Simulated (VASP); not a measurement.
Set up this calculation in VASP 6.6.1, as the native input.

| Item | Value |
| --- | --- |
| Task | single point |
| Functional | LDA |
| Potentials or basis | VASP PAW LDA potentials, release 64 (Sn_d, Se) |
| Cutoff | 520 eV |
| k mesh | 6 × 6 × 6 |
| Occupations | gaussian, width 0.05 eV |
| Spin | no spin polarisation |
| Dipole correction | no |
| Further INCAR settings | ALGO = Normal; EDIFF = 1e-07; NBANDS = 17 |

The structure of SnSe lies in POSCAR:

```
SnSe
1.0
    0.0602000000      3.0401000000      3.0401000000
    3.0401000000      0.0602000000      3.0401000000
    3.0401000000      3.0401000000      0.0602000000
Sn Se
1 1
Direct
    0.0000000000      0.0000000000      0.0000000000
    0.5000000000      0.5000000000      0.5000000000
```

The input as run:

INCAR

```
SYSTEM = SnSe
  PREC = Accurate
  ENCUT = 520
  EDIFF = 1E-7
  ISMEAR = 0
  SIGMA = 0.05
  LREAL = .FALSE.
  LASPH = .TRUE.
  NELM = 100
  ALGO = Normal
  ISIF = 2
  LWAVE = .FALSE.
  LCHARG = .TRUE.
  GGA = CA
  LELF = .TRUE.
  LVHAR = .TRUE.
  NBANDS = 17
```

KPOINTS

```
Automatic mesh
0
G
  6 6 6
  0 0 0
```

Potentials or basis: VASP PAW LDA potentials, release 64 (Sn_d, Se).

Launch:

```sh
$ cat potpaw_LDA.64/Sn_d/POTCAR potpaw_LDA.64/Se/POTCAR > POTCAR
$ mpirun -np 1 vasp_std > vasp.out
```

It gave:

```json
{
 "Pressure": "-3.6 GPa",
 "Band gap on the k mesh": "0.43 eV, indirect (least direct gap 0.62 eV)"
}
```

Caveat: spin-orbit coupling is left out, which moves the levels of the heavy elements.

It took 21 s on 1 thread of Intel Xeon 6975P-C (shared host), peak memory 0.17 GiB.
